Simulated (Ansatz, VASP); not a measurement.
# WC in VASP and in Ansatz

```xyz
4
Lattice="2.9179 0.0000 0.0000 -1.4589 2.5270 0.0000 0.0000 0.0000 5.7518" Properties=species:S:1:pos:R:3 pbc="T T T"
W     0.0000    0.0000    0.0000
W     0.0000    0.0000    2.8759
C     0.0000    1.6846    1.4379
C     1.4589    0.8423    4.3138
```

Alike in both runs: task single point; functional PBE; k mesh 10 × 10 × 6; occupations fermi-dirac, width 0.08 eV; no spin polarisation.

|  | VASP | Ansatz |
| --- | --- | --- |
| version | VASP 6.6.1 | Ansatz 0.2.0 |
| potentials or method | VASP PAW PBE potentials, release 64 (W_sv, C), cutoff 520 eV | all-electron LAPW, scalar-relativistic |

Ansatz gave:

* pressure (GPa): 0.0
* traceless stress, the component that is largest in VASP (GPa): -0.01

Q: Which values does VASP return?

A: Pressure (GPa): 1.0; traceless stress, the component that is largest in VASP (GPa): 0.11.

Ansatz ran all-electron here, and VASP with PAW potentials.

Spin-orbit coupling is off throughout.
